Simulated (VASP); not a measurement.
The system is Si.

```
Si
1.0
     0.00000    2.71639    2.71639
     2.71639    0.00000    2.71639
     2.71639    2.71639    0.00000
Si
2
Direct
  0.00000 0.00000 0.00000
  0.25000 0.25000 0.25000
```

Base run:

```yaml
Program: VASP 6.6.1
Functional: PBEsol
Potentials_or_basis: VASP PAW PBE potentials, release 64 (Si)
Cutoff: 520 eV
k_mesh: 8 × 8 × 8
Occupations: fermi-dirac, width 0.05 eV
Spin: no spin polarisation
```

Its results: band gap on the k mesh 0.50 eV, indirect (least direct gap 2.52 eV); pressure 0.2 GPa.

**Question.** The run is repeated on the same cell with these changes: functional from PBEsol to LDA; potentials or basis from VASP PAW PBE potentials, release 64 (Si) to VASP PAW LDA potentials, release 64 (Si); cutoff from 520 eV to 500 eV. What comes out?

**Answer.** Band gap on the k mesh 0.52 eV, indirect (least direct gap 2.52 eV); pressure -1.5 GPa.

Caveats: the PAW data sets were made with another functional, which shifts forces and pressure a little (some runs).

A k mesh can miss the band edges.
